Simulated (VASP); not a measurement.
Crystal: Pd.

```xyz
8
Lattice="4.9008 0.0000 0.0000 0.0000 4.9008 0.0000 0.0000 0.0000 4.9008" Properties=species:S:1:pos:R:3 pbc="T T T"
Pd    0.0000    0.0000    0.0000
Pd    2.4504    2.4504    2.4504
Pd    1.2252    0.0000    2.4504
Pd    3.6756    0.0000    2.4504
Pd    2.4504    1.2252    0.0000
Pd    2.4504    3.6756    0.0000
Pd    0.0000    2.4504    1.2252
Pd    0.0000    2.4504    3.6756
```

| Quantity | Value |
| --- | --- |
| Program | VASP 6.6.1 |
| Task | relaxation of cell and atoms |
| Functional | PBE |
| Potentials or basis | VASP PAW PBE potentials, release 64 (Pd) |
| Cutoff | 500 eV |
| k mesh | 5 × 5 × 5 |
| Occupations | fermi-dirac, width 0.05 eV |
| Spin | collinear spin |
| Starting moments | [0.5, 0.5, 0.5, 0.5, 0.5, 0.5, 0.5, 0.5] μB |

At the start: pressure 12.6 GPa; volume 14.71 Å³/atom.

Q: Where does the relaxation end?

A: Over 4 steps the energy falls by 37.3 meV/atom and the volume is 15.73 Å³/atom (+6.9 %); space group Pm-3n (No. 223, to 0.1 Å) before and after; moment 0.00 μB per cell.

Step by step:
```
step  energy change (eV)  largest force (eV/Å)  pressure (GPa)  volume (Å³)
   1              0.0000                0.0000           12.63       117.71
   2              0.2154                0.0000          -11.64       138.59
   3             -0.2981                0.0000           -0.25       126.05
   4             -0.2982                0.0000           -0.03       125.88
```

Final structure:
```
Pd
1.0
     5.01169    0.00000    0.00000
     0.00000    5.01169    0.00000
     0.00000    0.00000    5.01169
Pd
8
Direct
  0.00000 0.00000 0.00000
  0.50000 0.50000 0.50000
  0.25000 0.00000 0.50000
  0.75000 0.00000 0.50000
  0.50000 0.25000 0.00000
  0.50000 0.75000 0.00000
  0.00000 0.50000 0.25000
  0.00000 0.50000 0.75000
```
